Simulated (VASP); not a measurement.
# AlAu (Pm-3m) in VASP: a series of runs

The runs below take AlAu through electric field gradients, with LDA.

Everything below comes from runs of VASP 6.6.1. Logs are shortened: lines on timing, memory, paths and dates and some standing lists are left out, and cuts for length are marked.

### 1 The cell of the first run

It takes space group Pm-3m (No. 221, cubic). Conventional cell: a = 3.054 Å, b = 3.054 Å, c = 3.054 Å, α = 90.00°, β = 90.00°, γ = 90.00°. Al (site symmetry m-3m) has 8 Au at 2.64 Å and 6 Al at 3.05 Å within 3.5 Å. Au (site symmetry m-3m) has 8 Al at 2.64 Å and 6 Au at 3.05 Å within 3.5 Å.

### 2 Electric field gradients, LDA (volume scaled by 0.85)

File INCAR:

```
PREC = Accurate
ENCUT = 520
EDIFF = 1E-8
ISMEAR = -1
SIGMA = 0.05
LREAL = False
LASPH = True
NELM = 60
ALGO = Normal
ISIF = 2
LWAVE = False
LCHARG = False
GGA = CA
LEFG = True
NBANDS = 14
```

File KPOINTS:

```
Automatic mesh
0
Gamma
  11 11 11
```

File POSCAR:

```
AlAu
1.0
    3.0539378551      0.0000000000      0.0000000000
    0.0000000000      3.0539378551      0.0000000000
    0.0000000000      0.0000000000      3.0539378551
Al Au
1 1
Direct
    0.0000000000      0.0000000000      0.0000000000
    0.5000000000      0.5000000000      0.5000000000
```

Potentials or basis: VASP PAW LDA potentials, release 64 (Al, Au).

Launch:

```bash
cat potpaw_LDA.64/Al/POTCAR potpaw_LDA.64/Au/POTCAR > POTCAR
mpirun -np 1 vasp_std > vasp.out
```

OUTCAR:

```text
PREC = Accurate
   ENCUT = 520
   EDIFF = 1E-8
   ISMEAR = -1
   LREAL = False
   LASPH = True
   NELM = 60
   ISIF = 2
   GGA = CA

 ion  position               nearest neighbor table
   1  0.000  0.000  0.000-   2 2.64   2 2.64   2 2.64   2 2.64   2 2.64   2 2.64   2 2.64   2 2.64

   2  0.500  0.500  0.500-   1 2.64   1 2.64   1 2.64   1 2.64   1 2.64   1 2.64   1 2.64   1 2.64

  LATTYP: Found a simple cubic cell.
 ALAT       =     3.0539378551

  Lattice vectors:

 A1 = (   3.0539378551,   0.0000000000,   0.0000000000)
 A2 = (   0.0000000000,   3.0539378551,   0.0000000000)
 A3 = (   0.0000000000,   0.0000000000,   3.0539378551)

Analysis of symmetry for initial positions (statically):
=====================================================================
 Subroutine PRICEL returns:
 Original cell was already a primitive cell.

 Routine SETGRP: Setting up the symmetry group for a
 simple cubic supercell.

 Subroutine GETGRP returns: Found 48 space group operations
 (whereof 48 operations were pure point group operations)
 out of a pool of 48 trial point group operations.

The static configuration has the point symmetry O_h .

Analysis of symmetry for dynamics (positions and initial velocities):
=====================================================================
 Subroutine PRICEL returns:
 Original cell was already a primitive cell.

 Routine SETGRP: Setting up the symmetry group for a
 simple cubic supercell.

 Subroutine GETGRP returns: Found 48 space group operations
 (whereof 48 operations were pure point group operations)
 out of a pool of 48 trial point group operations.

The dynamic configuration has the point symmetry O_h .

 Subroutine INISYM returns: Found 48 space group operations
 (whereof 48 operations are pure point group operations),
 and found     1 'primitive' translations

----------------------------------------------------------------------------------------

                                     Primitive cell

  volume of cell :      28.4827

  direct lattice vectors                    reciprocal lattice vectors
     3.053937855  0.000000000  0.000000000     0.327446087  0.000000000  0.000000000
     0.000000000  3.053937855  0.000000000     0.000000000  0.327446087  0.000000000
     0.000000000  0.000000000  3.053937855     0.000000000  0.000000000  0.327446087

  length of vectors
     3.053937855  3.053937855  3.053937855     0.327446087  0.327446087  0.327446087

  position of ions in fractional coordinates (direct lattice)
     0.000000000  0.000000000  0.000000000
     0.500000000  0.500000000  0.500000000

  ion indices of the primitive-cell ions
   primitive index   ion index
                 1           1
                 2           2

----------------------------------------------------------------------------------------

 KPOINTS: Automatic mesh

Automatic generation of k-mesh.
 Grid dimensions read from file:
 generate k-points for:   11   11   11

 Generating k-lattice:

  Cartesian coordinates                     Fractional coordinates (reciprocal lattice)
     0.029767826  0.000000000  0.000000000     0.090909091  0.000000000  0.000000000
     0.000000000  0.029767826  0.000000000     0.000000000  0.090909091  0.000000000
     0.000000000  0.000000000  0.029767826     0.000000000  0.000000000  0.090909091

  Length of vectors
     0.029767826  0.029767826  0.029767826

  Shift w.r.t. Gamma in fractional coordinates (k-lattice)
     0.000000000  0.000000000  0.000000000

 Subroutine IBZKPT returns following result:
 ===========================================

 Found     56 irreducible k-points:

 Following reciprocal coordinates:
            Coordinates               Weight
  0.000000  0.000000  0.000000      1.000000
  0.090909  0.000000  0.000000      6.000000
  0.181818  0.000000  0.000000      6.000000
  0.272727  0.000000  0.000000      6.000000
  0.363636  0.000000  0.000000      6.000000
  0.454545  0.000000  0.000000      6.000000
[... 16 lines left out ...]
  0.181818  0.090909  0.090909     24.000000
  0.272727  0.090909  0.090909     24.000000
 [... further k-points ...]
   k-points           NKPTS =     56   k-points in BZ     NKDIM =     56   number of bands    NBANDS=     14
   number of dos      NEDOS =    301   number of ions     NIONS =      2
   total plane-waves  NPLWV =  13824
   dimension x,y,z NGX =    24 NGY =   24 NGZ =   24
   dimension x,y,z NGXF=    48 NGYF=   48 NGZF=   48
   ions per type =               1   1
   NGX,Y,Z   is equivalent  to a cutoff of  13.06, 13.06, 13.06 a.u.
   NGXF,Y,Z  is equivalent  to a cutoff of  26.13, 26.13, 26.13 a.u.
 SYSTEM =  unknown system
   PREC   = accura    normal or accurate (medium, high low for compatibility)
   ISTART =      0    job   : 0-new  1-cont  2-samecut
   ICHARG =      2    charge: 1-file 2-atom 10-const
   ISPIN  =      1    spin polarized calculation?
   LNONCOLLINEAR =      F non collinear calculations
   LSORBIT =      F    spin-orbit coupling
   LASPH  =      T    aspherical Exc in radial PAW
   ENCUT  =  520.0 eV  38.22 Ry    6.18 a.u.   5.68  5.68  5.68*2*pi/ulx,y,z
   NELM   =     60;   NELMIN=  2; NELMDL= -5     # of ELM steps
   EDIFF  = 0.1E-07   stopping-criterion for ELM
   LREAL  =      F    real-space projection
   EDIFFG = 0.1E-06   stopping-criterion for IOM
   NSW    =      0    number of steps for IOM
   IBRION =     -1    ionic relax: 0-MD 1-quasi-New 2-CG
   NFREE  =      0    steps in history (QN), initial steepest desc. (CG)
   ISIF   =      2    stress and relaxation
   ISYM   =      2    0-nonsym 1-usesym 2-fastsym
   POTIM  = 0.5000    time-step for ionic-motion
   TEBEG  =    0.0;   TEEND  =   0.0 temperature during run
   PSTRESS=    0.0 pullay stress
   NELECT =      14.0000    total number of electrons
   NUPDOWN=      -1.0000    fix difference up-down
   EMIN   =  10.00;   EMAX   =-10.00  energy-range for DOS
   EFERMI =   0.00;   METHOD = LEGACY
   ISMEAR =    -1;   SIGMA  =   0.05  broadening in eV -4-tet -1-fermi 0-gaus
   EFERMI_NEDOS =   21; number of points for ismear=-14 and -15
   IALGO  =     38    algorithm
   IMIX   =      4    mixing-type and parameters
     AMIX     =   0.40;   BMIX     =  1.00
     AMIX_MAG =   1.60;   BMIX_MAG =  1.00
  volume/ion in A,a.u.               =      14.24        96.11
  Fermi-wavevector in a.u.,A,eV,Ry     =   1.291985  2.441497 22.711172  1.669224
  Thomas-Fermi vector in A             =   2.423721
   LORBIT       =      0    0 simple, 1 ext, 2 COOP (PROOUT), +10 PAW based schemes
   GGA     = CA    functional components
   LHFCALC =     F    Hartree Fock is set to
   AEXX    =    0.0000 exact exchange contribution
   IVDW    =     0    specifies the selected vdW correction
   LEPSILON=     F    determine dielectric tensor
   LRPA    =     F    only Hartree local field effects (RPA)
 non-spin polarized calculation
  energy-cutoff  :      520.00
  volume of cell :       28.48
 maximum number of plane-waves:       784
 NGX is ok and might be reduce to    24
   NGX = 11   NGY = 11   NGZ = 11

 number of electron      14.0000000 magnetization

 Free energy of the ion-electron system (eV)
  ---------------------------------------------------
  ext. energy  EPLUGINS =         0.00000000
  ---------------------------------------------------
  free energy    TOTEN  =        -9.08228287 eV

  energy without entropy =       -9.07608224  energy(sigma->0) =       -9.07918255

 E-fermi :  12.1157     XC(G=0): -12.4983

 val. band max:       12.1072393159   @ k =   0.4545   0.3636   0.0000
 cond. band min:      12.1779673047   @ k =   0.4545   0.4545   0.3636
 fundamental gap:      0.0707279889
 Fermi energy:        12.1157163065

 k-point     1 :       0.0000    0.0000    0.0000
  band No.  band energies     occupation
      1      -1.0279      2.00000
      2       4.0358      2.00000
      3       4.0358      2.00000
      4       6.5672      2.00000
      5       6.5672      2.00000
      6       6.5672      2.00000
      7      14.7866      0.00000
      8      14.7866      0.00000
      9      14.7866      0.00000
     10      19.7477      0.00000
     11      19.7477      0.00000
     12      20.3929      0.00000
     13      29.0323      0.00000
     14      29.0323      0.00000
[... 377 lines left out ...]
      1       0.5683      2.00000
      2       4.4151      2.00000
      3       4.4862      2.00000
      4       5.7228      2.00000
      5       5.8004      2.00000
      6       6.4458      2.00000
      7      10.6609      2.00000
      8      15.6005      0.00000
      9      15.7212      0.00000
     10      19.3838      0.00000
     11      21.9798      0.00000
     12      23.1402      0.00000
     13      24.3258      0.00000
     14      26.2475      0.00000

 [... further k-points ...]

------------------------ aborting loop because EDIFF is reached ----------------------------------------

  FORCE on cell =-STRESS in cart. coord.  units (eV):
  Direction    XX          YY          ZZ          XY          YZ          ZX
  --------------------------------------------------------------------------------------
  -------------------------------------------------------------------------------------
  Total        3.0831083      3.0831083      3.0831083      0.0000000      0.0000000      0.0000000
  in kB      173.4278230    173.4278230    173.4278230      0.0000000      0.0000000      0.0000000
  external PRESSURE =     173.4278230 kB  Pullay stress =       0.0000000 kB

 VOLUME and BASIS-vectors are now :
 -----------------------------------------------------------------------------
  energy-cutoff  :      520.00
  volume of cell :       28.48
      direct lattice vectors                 reciprocal lattice vectors
     3.053937855  0.000000000  0.000000000     0.327446087  0.000000000  0.000000000
     0.000000000  3.053937855  0.000000000     0.000000000  0.327446087  0.000000000
     0.000000000  0.000000000  3.053937855     0.000000000  0.000000000  0.327446087

 POSITION                                       TOTAL-FORCE (eV/Angst)
 -----------------------------------------------------------------------------------
      0.00000      0.00000      0.00000         0.000000      0.000000      0.000000
      1.52697      1.52697      1.52697         0.000000      0.000000      0.000000
 -----------------------------------------------------------------------------------
    total drift:                                0.000000     -0.000000     -0.000000

  FREE ENERGIE OF THE ION-ELECTRON SYSTEM (eV)
  ---------------------------------------------------
  free  energy   TOTEN  =        -9.0822828660 eV

  energy  without entropy=       -9.0760822375  energy(sigma->0) =       -9.07918255

 Electric field gradients (V/A^2)
---------------------------------------------------------------------
 ion       V_xx      V_yy      V_zz      V_xy      V_xz      V_yz
---------------------------------------------------------------------
   1       0.000     0.000     0.000    -0.000    -0.000     0.000
   2       0.000     0.000    -0.000    -0.000    -0.000     0.000
---------------------------------------------------------------------

 Electric field gradients after diagonalization (V/A^2)
 (convention: |V_zz| > |V_xx| > |V_yy|)
----------------------------------------------------------------------
 ion       V_xx      V_yy      V_zz     asymmetry (V_yy - V_xx)/ V_zz
----------------------------------------------------------------------
   1       0.000     0.000     0.000      -0.070
   2       0.000     0.000    -0.000       0.076
----------------------------------------------------------------------

           NMR quadrupolar parameters

 Cq : quadrupolar parameter    Cq=e*Q*V_zz/h
 eta: asymmetry parameters     (V_yy - V_xx)/ V_zz
 Q  : nuclear electric quadrupole moment in mb (millibarn)
----------------------------------------------------------------------
 ion       Cq(MHz)       eta       Q (mb)
----------------------------------------------------------------------
   1       0.000      -0.070       1.000
   2      -0.000       0.076       1.000
----------------------------------------------------------------------
```

Wall time 16 s (1 thread of Intel Xeon Platinum 8375C at 2.90GHz (Ice Lake), shared host); peak memory 0.14 GiB.

Results:

```
Free energy            : -9.0823 eV
Pressure               : 17.3 GPa
Band gap on the k mesh : zero (band 7 reaches 14.79 eV, above the bottom of band 8 at 11.06 eV)
```

Levels at points of the mesh, in eV from the Fermi level:
```csv
k point,band 3,band 4,band 5,band 6,band 7,band 8,band 9,band 10,band 11,band 12
"(0.00, 0.00, 0.00)",-8.08,-5.55,-5.55,-5.55,2.67,2.67,2.67,7.63,7.63,8.28
```

Caveat: the cell differs from its parent crystal (volume scaled by 0.85); without QUAD_EFG the Cq values of the log hold for a quadrupole moment of 1 mb, not for the nuclei; spin-orbit coupling is left out, which moves the levels of the heavy elements.

### 3 Electric field gradients, LDA

This run uses another cell than the first one, of 16.75 Å³/atom, 1.176 times its volume.

File INCAR:

```
ALGO = Normal ; EDIFF = 1E-8
ENCUT = 520 ; ISIF = 2
ISMEAR = -1 ; LASPH = T
LCHARG = F ; LEFG = T
LREAL = F ; LWAVE = F
NBANDS = 14 ; NELM = 60
PREC = Accurate ; SIGMA = 0.05
```

File KPOINTS:

```
k-points
0
Gamma
  11 11 11
```

File POSCAR:

```
AlAu
1.0
    3.2239420000      0.0000000000      0.0000000000
    0.0000000000      3.2239420000      0.0000000000
    0.0000000000      0.0000000000      3.2239420000
Al Au
1 1
Direct
    0.0000000000      0.0000000000      0.0000000000
    0.5000000000      0.5000000000      0.5000000000
```

Potentials or basis: VASP PAW LDA potentials, release 64 (Al, Au).

Launch:

```bash
cat potpaw_LDA.64/Al/POTCAR potpaw_LDA.64/Au/POTCAR > POTCAR
mpirun -np 1 vasp_std > vasp.out
```

OUTCAR:

```text
EDIFF = 1E-8
   ENCUT = 520
   ISIF = 2
   ISMEAR = -1
   LASPH = T
   LREAL = F
   NELM = 60
   PREC = Accurate

 ion  position               nearest neighbor table
   1  0.000  0.000  0.000-   2 2.79   2 2.79   2 2.79   2 2.79   2 2.79   2 2.79   2 2.79   2 2.79

   2  0.500  0.500  0.500-   1 2.79   1 2.79   1 2.79   1 2.79   1 2.79   1 2.79   1 2.79   1 2.79

  LATTYP: Found a simple cubic cell.
 ALAT       =     3.2239420000

  Lattice vectors:

 A1 = (   3.2239420000,   0.0000000000,   0.0000000000)
 A2 = (   0.0000000000,   3.2239420000,   0.0000000000)
 A3 = (   0.0000000000,   0.0000000000,   3.2239420000)

Analysis of symmetry for initial positions (statically):
=====================================================================
 Subroutine PRICEL returns:
 Original cell was already a primitive cell.

 Routine SETGRP: Setting up the symmetry group for a
 simple cubic supercell.
[... 596 lines left out ...]
  energy-cutoff  :      520.00
  volume of cell :       33.51
      direct lattice vectors                 reciprocal lattice vectors
     3.223942000  0.000000000  0.000000000     0.310179277  0.000000000  0.000000000
     0.000000000  3.223942000  0.000000000     0.000000000  0.310179277  0.000000000
     0.000000000  0.000000000  3.223942000     0.000000000  0.000000000  0.310179277

 POSITION                                       TOTAL-FORCE (eV/Angst)
 -----------------------------------------------------------------------------------
      0.00000      0.00000      0.00000         0.000000      0.000000      0.000000
      1.61197      1.61197      1.61197         0.000000      0.000000      0.000000
 -----------------------------------------------------------------------------------
    total drift:                                0.000000     -0.000000     -0.000000

  FREE ENERGIE OF THE ION-ELECTRON SYSTEM (eV)
  ---------------------------------------------------
  free  energy   TOTEN  =        -9.1720565723 eV

  energy  without entropy=       -9.1656663332  energy(sigma->0) =       -9.16886145

 Electric field gradients (V/A^2)
---------------------------------------------------------------------
 ion       V_xx      V_yy      V_zz      V_xy      V_xz      V_yz
---------------------------------------------------------------------
   1      -0.000    -0.000    -0.000     0.000     0.000     0.000
   2      -0.000     0.000     0.000    -0.000    -0.000    -0.000
---------------------------------------------------------------------

 Electric field gradients after diagonalization (V/A^2)
 (convention: |V_zz| > |V_xx| > |V_yy|)
----------------------------------------------------------------------
 ion       V_xx      V_yy      V_zz     asymmetry (V_yy - V_xx)/ V_zz
----------------------------------------------------------------------
   1      -0.000    -0.000    -0.000      -0.139
   2      -0.000     0.000     0.000       0.309
----------------------------------------------------------------------

           NMR quadrupolar parameters

 Cq : quadrupolar parameter    Cq=e*Q*V_zz/h
 eta: asymmetry parameters     (V_yy - V_xx)/ V_zz
 Q  : nuclear electric quadrupole moment in mb (millibarn)
----------------------------------------------------------------------
 ion       Cq(MHz)       eta       Q (mb)
----------------------------------------------------------------------
   1      -0.000      -0.139       1.000
   2       0.000       0.309       1.000
----------------------------------------------------------------------
```

stdout:

```text
POSCAR found type information on POSCAR AlAu
 POSCAR found :  2 types and       2 ions
 scaLAPACK will be used
 LDA part: xc-table for (Slater(with rela. corr.)+CA(PZ))
 , standard interpolation
 POSCAR, INCAR and KPOINTS ok, starting setup
 FFT: planning ... GRIDC
 FFT: planning ... GRID_SOFT
 FFT: planning ... GRID
 WAVECAR not read
 entering main loop
ion   1

ion   2
```

It took 16 s on 1 thread of Intel Xeon Platinum 8375C at 2.90GHz (Ice Lake), shared host; peak memory 0.14 GiB.

What came out:

```
Free energy            : -9.1721 eV
Pressure               : -7.5 GPa
Band gap on the k mesh : zero (band 7 reaches 12.17 eV, above the bottom of band 8 at 8.43 eV)
```

Caveat: without QUAD_EFG the Cq values of the log hold for a quadrupole moment of 1 mb, not for the nuclei; spin-orbit coupling is left out, which moves the levels of the heavy elements.
